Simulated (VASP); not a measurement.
# BN (P6_3mc) in VASP: notebook

Runs on BN. Level: r2SCAN. Tasks: single point.

Program: VASP 6.6.1. These are calculated values, not measurements. Logs are shortened: lines on timing, memory, paths and dates and some standing lists are left out, and cuts for length are marked.

**1. The cell of the first run**

The structure is hexagonal, space group P6_3mc (No. 186). The conventional cell has a = 2.350 Å, b = 2.350 Å, c = 3.889 Å, α = 90.00°, β = 90.00°, γ = 120.00°. Within 1.9 Å of B (site symmetry 3m) lie 4 N at 1.44 to 1.46 Å. Within 1.9 Å of N (site symmetry 3m) lie 4 B at 1.44 to 1.46 Å.

**2. Single point, r2SCAN (strain -0.080 along x and y, -0.080 along z)**

Contents of POSCAR:

```
BN
1.0
    2.3496244336      0.0000000000      0.0000000000
   -1.1748122168      2.0348344488      0.0000000000
    0.0000000000      0.0000000000      3.8887066000
B N
2 2
Direct
    0.6666666667      0.3333333333      0.9997240000
    0.3333333333      0.6666666667      0.4997240000
    0.6666666667      0.3333333333      0.6252760000
    0.3333333333      0.6666666667      0.1252760000
```

Contents of INCAR.step1:

```
SYSTEM = BN
  PREC = Accurate
  ENCUT = 520
  ISMEAR = 0
  SIGMA = 0.05
  LREAL = .FALSE.
  LASPH = .TRUE.
  NELM = 80
  NBANDS = 16
  GGA = PE
  ALGO = Normal
  EDIFF = 1E-4
  LWAVE = .TRUE.
  LCHARG = .FALSE.
```

Contents of INCAR.step2:

```
SYSTEM = BN
  PREC = Accurate
  ENCUT = 520
  EDIFF = 1E-6
  ISMEAR = 0
  SIGMA = 0.05
  LREAL = .FALSE.
  LASPH = .TRUE.
  NELM = 80
  ALGO = Normal
  ISIF = 2
  LWAVE = .FALSE.
  LCHARG = .FALSE.
  METAGGA = R2SCAN
  LMIXTAU = .TRUE.
  NBANDS = 16
  ISTART = 1
```

Contents of KPOINTS:

```
Automatic mesh
0
G
  12 12 6
  0 0 0
```

Potentials or basis: VASP PAW PBE potentials, release 64 (B, N).

Command:

```console
$ cat potpaw_PBE.64/B/POTCAR potpaw_PBE.64/N/POTCAR > POTCAR
$ cp INCAR.step1 INCAR
$ mpirun -np 1 vasp_std > vasp.out
$ cp INCAR.step2 INCAR
$ mpirun -np 1 vasp_std > vasp.out
```

OUTCAR:

```text
SYSTEM = BN
   PREC = Accurate
   ENCUT = 520
   EDIFF = 1E-6
   ISMEAR = 0
   LREAL = .FALSE.
   LASPH = .TRUE.
   NELM = 80
   ISIF = 2
   METAGGA = R2SCAN
   ISTART = 1

 ion  position               nearest neighbor table
   1  0.667  0.333  1.000-   4 1.44   4 1.44   4 1.44   3 1.46
   2  0.333  0.667  0.500-   3 1.44   3 1.44   3 1.44   4 1.46
   3  0.667  0.333  0.625-   2 1.44   2 1.44   2 1.44   1 1.46
   4  0.333  0.667  0.125-   1 1.44   1 1.44   1 1.44   2 1.46

  LATTYP: Found a hexagonal cell.
 ALAT       =     2.3496244336
 C/A-ratio  =     1.6550332659

  Lattice vectors:

 A1 = (   2.3496244336,   0.0000000000,   0.0000000000)
 A2 = (  -1.1748122168,   2.0348344488,   0.0000000000)
 A3 = (   0.0000000000,   0.0000000000,   3.8887066000)

Analysis of symmetry for initial positions (statically):
=====================================================================
 Subroutine PRICEL returns:
 Original cell was already a primitive cell.

 Routine SETGRP: Setting up the symmetry group for a
 hexagonal supercell.

 Subroutine GETGRP returns: Found 12 space group operations
 (whereof  6 operations were pure point group operations)
 out of a pool of 24 trial point group operations.

The static configuration has the point symmetry C_3v.
 The point group associated with its full space group is C_6v.

Analysis of symmetry for dynamics (positions and initial velocities):
=====================================================================
 Subroutine PRICEL returns:
 Original cell was already a primitive cell.

 Routine SETGRP: Setting up the symmetry group for a
 hexagonal supercell.

 Subroutine GETGRP returns: Found 12 space group operations
 (whereof  6 operations were pure point group operations)
 out of a pool of 24 trial point group operations.

The dynamic configuration has the point symmetry C_3v.
 The point group associated with its full space group is C_6v.

 Subroutine INISYM returns: Found 12 space group operations
 (whereof  6 operations are pure point group operations),
 and found     1 'primitive' translations

----------------------------------------------------------------------------------------

                                     Primitive cell

[... 87 lines left out ...]
   ICHARG =      0    charge: 1-file 2-atom 10-const
   ISPIN  =      1    spin polarized calculation?
   LNONCOLLINEAR =      F non collinear calculations
   LSORBIT =      F    spin-orbit coupling
   LASPH  =      T    aspherical Exc in radial PAW
   ENCUT  =  520.0 eV  38.22 Ry    6.18 a.u.   4.37  4.37  7.23*2*pi/ulx,y,z
   NELM   =     80;   NELMIN=  2; NELMDL=  0     # of ELM steps
   EDIFF  = 0.1E-05   stopping-criterion for ELM
   LREAL  =      F    real-space projection
   EDIFFG = 0.1E-04   stopping-criterion for IOM
   NSW    =      0    number of steps for IOM
   IBRION =     -1    ionic relax: 0-MD 1-quasi-New 2-CG
   NFREE  =      0    steps in history (QN), initial steepest desc. (CG)
   ISIF   =      2    stress and relaxation
   ISYM   =      2    0-nonsym 1-usesym 2-fastsym
   POTIM  = 0.5000    time-step for ionic-motion
   TEBEG  =    0.0;   TEEND  =   0.0 temperature during run
   PSTRESS=    0.0 pullay stress
   NELECT =      16.0000    total number of electrons
   NUPDOWN=      -1.0000    fix difference up-down
   EMIN   =  10.00;   EMAX   =-10.00  energy-range for DOS
   EFERMI =   0.00;   METHOD = LEGACY
   ISMEAR =     0;   SIGMA  =   0.05  broadening in eV -4-tet -1-fermi 0-gaus
   EFERMI_NEDOS =   21; number of points for ismear=-14 and -15
   IALGO  =     38    algorithm
   IMIX   =      4    mixing-type and parameters
     AMIX     =   0.40;   BMIX     =  1.00
     AMIX_MAG =   1.60;   BMIX_MAG =  1.00
  volume/ion in A,a.u.               =       4.65        31.37
  Fermi-wavevector in a.u.,A,eV,Ry     =   1.557174  2.942633 32.991300  2.424792
  Thomas-Fermi vector in A             =   2.660863
   LORBIT       =      0    0 simple, 1 ext, 2 COOP (PROOUT), +10 PAW based schemes
   METAGGA = R2SCAN    functional components
   LHFCALC =     F    Hartree Fock is set to
   AEXX    =    0.0000 exact exchange contribution
   IVDW    =     0    specifies the selected vdW correction
   LEPSILON=     F    determine dielectric tensor
   LRPA    =     F    only Hartree local field effects (RPA)
 non-spin polarized calculation
 Gauss-broadening in eV      SIGMA  =   0.05
  energy-cutoff  :      520.00
  volume of cell :       18.59
 maximum number of plane-waves:       531
 NGX is ok and might be reduce to    18
   NGX =  9   NGY =  9   NGZ = 15

 number of electron      16.0000001 magnetization

 Free energy of the ion-electron system (eV)
  ---------------------------------------------------
  ext. energy  EPLUGINS =         0.00000000
  ---------------------------------------------------
  free energy    TOTEN  =       -36.34968390 eV

  energy without entropy =      -36.34968390  energy(sigma->0) =      -36.34968390

 E-fermi :  10.9480     XC(G=0): -14.9573

 val. band max:       10.7234007651   @ k =   0.0000   0.0000   0.0000
 cond. band min:      15.9347330297   @ k =   0.3333   0.3333   0.0000
 fundamental gap:      5.2113322646
 Fermi energy:        10.9480358380

 k-point     1 :       0.0000    0.0000    0.0000
  band No.  band energies     occupation
      1     -13.8758      2.00000
      2      -8.4187      2.00000
      3      -3.1779      2.00000
      4       7.9222      2.00000
      5       7.9222      2.00000
      6      10.3417      2.00000
[... 433 lines left out ...]
      3      -0.4803      2.00000
      4       1.4053      2.00000
      5       3.3802      2.00000
      6       5.0364      2.00000
[... 8 lines left out ...]
     15      31.3109      0.00000
     16      32.3088      0.00000

 [... further k-points ...]
[... 5 lines left out ...]
  --------------------------------------------------------------------------------------
  -------------------------------------------------------------------------------------
  Total       16.7807729     16.7807729     16.9200292      0.0000000      0.0000000      0.0000000
  in kB     1446.0717249   1446.0717248   1458.0720429      0.0000000      0.0000000      0.0000000
  external PRESSURE =    1450.0718309 kB  Pullay stress =       0.0000000 kB

 VOLUME and BASIS-vectors are now :
 -----------------------------------------------------------------------------
  energy-cutoff  :      520.00
  volume of cell :       18.59
      direct lattice vectors                 reciprocal lattice vectors
     2.349624434  0.000000000  0.000000000     0.425599932  0.245720236  0.000000000
    -1.174812217  2.034834449  0.000000000     0.000000000  0.491440471  0.000000000
     0.000000000  0.000000000  3.888706600     0.000000000  0.000000000  0.257154911

 POSITION                                       TOTAL-FORCE (eV/Angst)
 -----------------------------------------------------------------------------------
      1.17481      0.67828      3.88763         0.000000      0.000000     -0.221044
     -0.00000      1.35656      1.94328        -0.000000      0.000000     -0.221044
      1.17481      0.67828      2.43151         0.000000      0.000000      0.221044
     -0.00000      1.35656      0.48716         0.000000     -0.000000      0.221044
 -----------------------------------------------------------------------------------
    total drift:                                0.000000      0.000000     -0.001069

  FREE ENERGIE OF THE ION-ELECTRON SYSTEM (eV)
  ---------------------------------------------------
  free  energy   TOTEN  =       -36.3496839005 eV

  energy  without entropy=      -36.3496839005  energy(sigma->0) =      -36.34968390
```

OUTCAR.step1:

```text
SYSTEM = BN
   PREC = Accurate
   ENCUT = 520
   ISMEAR = 0
   LREAL = .FALSE.
   LASPH = .TRUE.
   NELM = 80
[... 687 lines left out ...]
     -0.00000      1.35656      1.94328        -0.000000      0.000000     -0.226802
      1.17481      0.67828      2.43151         0.000000     -0.000000      0.226802
     -0.00000      1.35656      0.48716        -0.000000      0.000000      0.226802
 -----------------------------------------------------------------------------------
    total drift:                                0.000000      0.000000     -0.000134

  FREE ENERGIE OF THE ION-ELECTRON SYSTEM (eV)
  ---------------------------------------------------
  free  energy   TOTEN  =       -32.8141652467 eV

  energy  without entropy=      -32.8141652467  energy(sigma->0) =      -32.81416525
```

OSZICAR.step1:

```text
N       E                     dE             d eps       ncg     rms          rms(c)
DAV:   1     0.442691700109E+02    0.44269E+02   -0.86335E+03  2432   0.100E+03
DAV:   2    -0.336656054246E+02   -0.77935E+02   -0.73330E+02  3384   0.254E+02
DAV:   3    -0.357145364600E+02   -0.20489E+01   -0.20456E+01  2880   0.374E+01
DAV:   4    -0.357181765034E+02   -0.36400E-02   -0.36398E-02  2952   0.177E+00
DAV:   5    -0.357181836440E+02   -0.71405E-05   -0.71405E-05  2392   0.715E-02    0.118E+01
DAV:   6    -0.331970942318E+02    0.25211E+01   -0.25179E+00  3152   0.147E+01    0.597E+00
DAV:   7    -0.328530211629E+02    0.34407E+00   -0.60676E-01  3264   0.652E+00    0.325E+00
DAV:   8    -0.328149047124E+02    0.38116E-01   -0.61097E-02  2792   0.232E+00    0.327E-01
DAV:   9    -0.328139490138E+02    0.95570E-03   -0.21500E-03  2840   0.564E-01    0.193E-01
DAV:  10    -0.328141620144E+02   -0.21300E-03   -0.32689E-04  2920   0.151E-01    0.243E-02
DAV:  11    -0.328141652467E+02   -0.32323E-05   -0.28632E-05  1264   0.538E-02
   1 F= -.32814165E+02 E0= -.32814165E+02  d E =-.911764E-22
```

Wall time 80 s (1 thread of Intel Xeon 8259CL, shared host); peak memory 0.14 GiB.

Results:

```yaml
Free_energy: -36.3497 eV
Pressure: 145.0 GPa
Largest_force: 0.221 eV/Å
Band_gap_on_the_k_mesh: 5.21 eV (least direct gap 10.06 eV)
```

Forces on the atoms (eV/Å):
```
B    0.000  0.000 -0.221
B    0.000  0.000 -0.221
N    0.000  0.000  0.221
N    0.000  0.000  0.221
```

Levels at points of the mesh, in eV from the valence-band top:
```csv
k point,band 4,band 5,band 6,band 7,band 8,band 9,band 10,band 11,band 12,band 13
"(0.00, 0.00, 0.00)",-2.80,-2.80,-0.38,0.00,0.00,10.06,10.06,10.59,13.49,14.68
"(0.50, 0.00, 0.00)",-9.79,-8.74,-6.58,-5.90,-2.78,8.20,9.34,12.64,14.22,17.36
"(0.00, 0.00, 0.50)",-7.15,-1.56,-1.56,-1.56,-1.56,12.00,12.00,12.00,12.00,12.58
"(0.50, 0.00, 0.50)",-12.68,-4.99,-4.99,-4.64,-4.64,8.06,8.06,12.41,12.41,17.88
```

Caveat: the cell differs from its parent crystal (strain -0.080 along x and y, -0.080 along z); the cell stands under pressure; the PAW data sets were made with another functional, which shifts forces and pressure a little. A k mesh can miss the band edges.

**3. Single point, r2SCAN (strain -0.080 along x and y, +0.000 along z)**

Changes to POSCAR since step 2:

```diff
@@ -4,3 +4,3 @@
    -1.1748122168      2.0348344488      0.0000000000
-    0.0000000000      0.0000000000      3.8887066000
+    0.0000000000      0.0000000000      4.2268550000
 B N
```

Contents of INCAR.step1:

```
SYSTEM = BN
PREC     = Accurate       ! precision mode
ENCUT    = 520            ! plane-wave cutoff, eV
ISMEAR   = 0              ! smearing method
SIGMA    = 0.05           ! smearing width, eV
LREAL    = .FALSE.        ! projectors in reciprocal space
LASPH    = .TRUE.         ! aspherical terms in the spheres
NELM     = 80             ! most SCF steps
NBANDS   = 16             ! bands
GGA      = PE             ! functional
ALGO     = Normal         ! electronic algorithm
EDIFF    = 1E-4           ! SCF threshold, eV
LWAVE    = .TRUE.         ! write WAVECAR
LCHARG   = .FALSE.        ! write CHGCAR
```

Contents of INCAR.step2:

```
SYSTEM = BN
PREC     = Accurate       ! precision mode
ENCUT    = 520            ! plane-wave cutoff, eV
EDIFF    = 1E-7           ! SCF threshold, eV
ISMEAR   = 0              ! smearing method
SIGMA    = 0.05           ! smearing width, eV
LREAL    = .FALSE.        ! projectors in reciprocal space
LASPH    = .TRUE.         ! aspherical terms in the spheres
NELM     = 80             ! most SCF steps
ALGO     = Normal         ! electronic algorithm
ISIF     = 2              ! what is computed and relaxed
LWAVE    = .FALSE.        ! write WAVECAR
LCHARG   = .FALSE.        ! write CHGCAR
METAGGA  = R2SCAN         ! meta-GGA
LMIXTAU  = .TRUE.       
NBANDS   = 16             ! bands
ISTART   = 1
```

KPOINTS is that of step 2.

Potentials or basis: VASP PAW PBE potentials, release 64 (B, N).

Command:

```console
$ cat potpaw_PBE.64/B/POTCAR potpaw_PBE.64/N/POTCAR > POTCAR
$ cp INCAR.step1 INCAR
$ mpirun -np 1 vasp_std > vasp.out
$ cp INCAR.step2 INCAR
$ mpirun -np 1 vasp_std > vasp.out
```

Wall time 2 min (1 thread of Intel Xeon 8259CL, shared host); peak memory 0.14 GiB.

It converged, with:

```yaml
Free_energy: -37.0644 eV
Pressure: 85.9 GPa
Largest_force: 0.544 eV/Å
Band_gap_on_the_k_mesh: 5.01 eV (least direct gap 7.07 eV)
```

Forces in eV/Å, atoms in the order of the input:
```
B    0.000  0.000 -0.544
B    0.000  0.000 -0.544
N    0.000  0.000  0.544
N    0.000  0.000  0.544
```

Stress tensor (GPa, compression positive):
```
124.92   0.00   0.00
  0.00 124.92   0.00
  0.00   0.00   7.87
```

Levels at points of the mesh, in eV from the valence-band top:
| k point | band 6 | band 7 | band 8 | band 9 | band 10 | band 11 |
| --- | --- | --- | --- | --- | --- | --- |
| (0.00, 0.00, 0.00) | -1.02 | 0.00 | 0.00 | 7.07 | 10.56 | 10.56 |
| (0.50, 0.00, 0.00) | -5.61 | -5.33 | -2.97 | 8.22 | 8.70 | 12.75 |
| (0.00, 0.00, 0.50) | -1.04 | -1.04 | -1.04 | 12.10 | 12.10 | 12.10 |
| (0.50, 0.00, 0.50) | -4.85 | -4.46 | -4.46 | 7.09 | 7.09 | 11.56 |

Caveat: the cell differs from its parent crystal (strain -0.080 along x and y, +0.000 along z); the stress differs along the axes, from 8 to 125 GPa; the PAW data sets were made with another functional, which shifts forces and pressure a little.

**4. Single point, r2SCAN (strain -0.040 along x and y, -0.080 along z)**

Contents of POSCAR:

```
BN
1.0
    2.4517820176      0.0000000000      0.0000000000
   -1.2258910088      2.1233055118      0.0000000000
    0.0000000000      0.0000000000      3.8887066000
B N
2 2
Direct
    0.6666666667      0.3333333333      0.9997240000
    0.3333333333      0.6666666667      0.4997240000
    0.6666666667      0.3333333333      0.6252760000
    0.3333333333      0.6666666667      0.1252760000
```

Contents of INCAR.step1:

```
PREC     = Accurate       # precision mode
ENCUT    = 520            # plane-wave cutoff, eV
ISMEAR   = 0              # smearing method
SIGMA    = 0.05           # smearing width, eV
LREAL    = F              # projectors in reciprocal space
LASPH    = T              # aspherical terms in the spheres
NELM     = 100            # most SCF steps
NBANDS   = 16             # bands
GGA      = PE             # functional
ALGO     = Normal         # electronic algorithm
EDIFF    = 1E-4           # SCF threshold, eV
LWAVE    = T              # write WAVECAR
LCHARG   = F              # write CHGCAR
```

Contents of INCAR.step2:

```
PREC     = Accurate       # precision mode
ENCUT    = 520            # plane-wave cutoff, eV
EDIFF    = 1E-6           # SCF threshold, eV
ISMEAR   = 0              # smearing method
SIGMA    = 0.05           # smearing width, eV
LREAL    = F              # projectors in reciprocal space
LASPH    = T              # aspherical terms in the spheres
NELM     = 100            # most SCF steps
ALGO     = Normal         # electronic algorithm
ISIF     = 2              # what is computed and relaxed
LWAVE    = F              # write WAVECAR
LCHARG   = F              # write CHGCAR
METAGGA  = R2SCAN         # meta-GGA
LMIXTAU  = T            
NBANDS   = 16             # bands
ISTART   = 1
```

Contents of KPOINTS:

```
Automatic mesh
0
Gamma
  12 12 6
```

Command:

```console
$ cat potpaw_PBE.64/B/POTCAR potpaw_PBE.64/N/POTCAR > POTCAR
$ cp INCAR.step1 INCAR
$ mpirun -np 1 vasp_std > vasp.out
$ cp INCAR.step2 INCAR
$ mpirun -np 1 vasp_std > vasp.out
```

Wall time 1.9 min (1 thread of Intel Xeon 8259CL, shared host); peak memory 0.14 GiB.

It converged, with:

```
Free energy            : -37.3828 eV
Pressure               : 82.1 GPa
Largest force          : 0.390 eV/Å
Band gap on the k mesh : 5.62 eV (least direct gap 9.27 eV)
```

Forces on the atoms (eV/Å):
```
B    0.000  0.000  0.390
B    0.000  0.000  0.390
N    0.000  0.000 -0.390
N    0.000  0.000 -0.390
```

Stress tensor (GPa, compression positive):
```
 60.56   0.00   0.00
  0.00  60.56   0.00
  0.00   0.00 125.20
```

Levels at points of the mesh, in eV from the valence-band top:
| k point | band 6 | band 7 | band 8 | band 9 | band 10 | band 11 |
| --- | --- | --- | --- | --- | --- | --- |
| (0.00, 0.00, 0.00) | -0.19 | 0.00 | 0.00 | 9.27 | 9.27 | 11.30 |
| (0.50, 0.00, 0.00) | -6.33 | -5.45 | -2.34 | 7.39 | 9.44 | 11.89 |
| (0.00, 0.00, 0.50) | -1.66 | -1.66 | -1.66 | 11.15 | 11.15 | 11.22 |
| (0.50, 0.00, 0.50) | -4.69 | -4.01 | -4.01 | 7.86 | 7.86 | 12.18 |

Caveat: the cell differs from its parent crystal (strain -0.040 along x and y, -0.080 along z); the stress differs along the axes, from 61 to 125 GPa; the PAW data sets were made with another functional, which shifts forces and pressure a little.

**5. Single point, r2SCAN (strain -0.080 along x and y, +0.040 along z)**

Contents of POSCAR:

```
BN
1.0
    2.3496244336      0.0000000000      0.0000000000
   -1.1748122168      2.0348344488      0.0000000000
    0.0000000000      0.0000000000      4.3959292000
B N
2 2
Direct
    0.6666666667      0.3333333333      0.9997240000
    0.3333333333      0.6666666667      0.4997240000
    0.6666666667      0.3333333333      0.6252760000
    0.3333333333      0.6666666667      0.1252760000
```

Contents of INCAR.step1:

```
PREC = Accurate
ENCUT = 520
ISMEAR = 0
SIGMA = 0.05
LREAL = False
LASPH = True
NELM = 60
NBANDS = 16
GGA = PE
ALGO = Normal
EDIFF = 1E-4
LWAVE = True
LCHARG = False
```

Contents of INCAR.step2:

```
PREC = Accurate
ENCUT = 520
EDIFF = 1E-7
ISMEAR = 0
SIGMA = 0.05
LREAL = False
LASPH = True
NELM = 60
ALGO = Normal
ISIF = 2
LWAVE = False
LCHARG = False
METAGGA = R2SCAN
LMIXTAU = True
NBANDS = 16
ISTART = 1
```

Contents of KPOINTS:

```
regular mesh
0
Gamma
  12 12 6
```

Command:

```console
$ cat potpaw_PBE.64/B/POTCAR potpaw_PBE.64/N/POTCAR > POTCAR
$ cp INCAR.step1 INCAR
$ mpirun -np 1 vasp_std > vasp.out
$ cp INCAR.step2 INCAR
$ mpirun -np 1 vasp_std > vasp.out
```

Wall time 2.7 min (1 thread of Intel Xeon 8259CL, shared host); peak memory 0.14 GiB.

The run converged. Its results:

```
Free energy            : -36.9891 eV
Pressure               : 65.7 GPa
Largest force          : 0.179 eV/Å
Band gap on the k mesh : 4.90 eV (least direct gap 5.50 eV)
```

Forces in eV/Å, atoms in the order of the input:
```
B    0.000  0.000 -0.179
B    0.000  0.000 -0.179
N    0.000  0.000  0.179
N    0.000  0.000  0.179
```

Stress tensor (GPa, compression positive):
```
116.93   0.00   0.00
  0.00 116.93   0.00
  0.00   0.00 -36.63
```

Levels at points of the mesh, in eV from the valence-band top:
| k point | band 4 | band 5 | band 6 | band 7 | band 8 | band 9 | band 10 | band 11 | band 12 | band 13 |
| --- | --- | --- | --- | --- | --- | --- | --- | --- | --- | --- |
| (0.00, 0.00, 0.00) | -1.57 | -1.57 | -1.41 | 0.00 | 0.00 | 5.50 | 10.72 | 10.72 | 13.72 | 13.72 |
| (0.50, 0.00, 0.00) | -10.23 | -7.80 | -5.24 | -5.11 | -3.03 | 7.65 | 8.77 | 11.63 | 12.74 | 13.81 |
| (0.00, 0.00, 0.50) | -8.03 | -0.85 | -0.85 | -0.85 | -0.85 | 11.60 | 11.60 | 12.08 | 12.08 | 12.08 |
| (0.50, 0.00, 0.50) | -11.79 | -4.91 | -4.91 | -4.26 | -4.26 | 6.48 | 6.48 | 11.33 | 11.33 | 16.35 |

Caveat: the cell differs from its parent crystal (strain -0.080 along x and y, +0.040 along z); the stress differs along the axes, from -37 to 117 GPa; the PAW data sets were made with another functional, which shifts forces and pressure a little. A k mesh can miss the band edges.

[end of part 1 of 2]
